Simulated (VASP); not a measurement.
Write the native input for VASP 6.6.1 that does the following.

- Task: single point
- Functional: PBEsol
- Potentials or basis: VASP PAW PBE potentials, release 64 (Ag)
- Cutoff: 520 eV
- k mesh: 18 × 18 × 18
- Occupations: fermi-dirac, width 0.08 eV
- Spin: no spin polarisation
- Dipole correction: no
- Further INCAR settings: ALGO = Normal; EDIFF = 1e-07; NBANDS = 12

The structure of Ag lies in POSCAR:

```
Ag
1.0
   -1.4845307784      1.4845307784      1.4845307784
    1.4845307784     -1.4845307784      1.4845307784
    1.4845307784      1.4845307784     -1.4845307784
Ag
1
Direct
    0.0000000000      0.0000000000      0.0000000000
```

This cell differs from its parent crystal: volume scaled by 0.78.

One way to write it, as run:

INCAR

```
SYSTEM = Ag
PREC = Accurate ; ENCUT = 520
EDIFF = 1E-7 ; ISMEAR = -1
SIGMA = 0.08 ; LREAL = .False.
LASPH = .True. ; NELM = 80
ALGO = Normal ; ISIF = 2
LWAVE = .False. ; LCHARG = .True.
GGA = PS ; LELF = .True.
LVHAR = .True. ; NBANDS = 12
```

KPOINTS

```
Automatic mesh
0
Gamma
  18 18 18
  0 0 0
```

Potentials or basis: VASP PAW PBE potentials, release 64 (Ag).

Launch:

```bash
$ cat potpaw_PBE.64/Ag/POTCAR > POTCAR
$ mpirun -np 1 vasp_std > vasp.out
```

Results of the run:

The pressure is 56.9 GPa.

Caveat: the PAW data sets were made with another functional, which shifts forces and pressure a little.

Run time: 59 s on 1 thread of AMD EPYC 7R13, with other jobs on the host, peak memory 0.12 GiB.
